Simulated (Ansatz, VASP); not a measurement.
**One calculation of Ir, two programs**

```
CELL_PARAMETERS angstrom
2.75138 0.00000 0.00000
-1.37569 2.38276 0.00000
0.00000 0.00000 4.46229
ATOMIC_POSITIONS crystal
Ir 0.33333 0.66667 0.25000
Ir 0.66667 0.33333 0.75000
```

Alike in both runs: task relaxation of cell and atoms; functional BLYP; dispersion D3(BJ); k mesh 11 × 11 × 6; occupations fermi-dirac, width 0.05 eV; no spin polarisation.

|  | VASP | Ansatz |
| --- | --- | --- |
| version | VASP 6.6.1 | Ansatz 0.2.0 |
| potentials or method | VASP PAW PBE potentials, release 64 (Ir) | Ansatz PAW |
| plane-wave cutoff (eV) | 600 | 420 |
| valence electrons in the cell | 18 | 34 |

```tsv
	VASP	Ansatz	Ansatz less VASP
gap on the k mesh at the Fermi level, each at its own relaxed structure (eV)	none	none	-
relaxed volume (Å³/atom)	14.59	14.46	-0.129
relaxed cell length with the largest relative difference (Å)	4.458	4.445	-0.0134
```

VASP's potentials were made for PBE, not for BLYP. A gap of «none» marks a metal or a gap that the smearing closes. VASP's potentials hold 18 valence electrons a cell and Ansatz's 34, so a difference there can come from the potentials and not from the codes.

Spin-orbit coupling is off throughout. Noted on Ansatz's run: the plane-wave basis is chosen anew once the cell has moved, so the energies of steps on either side of that aren't comparable.
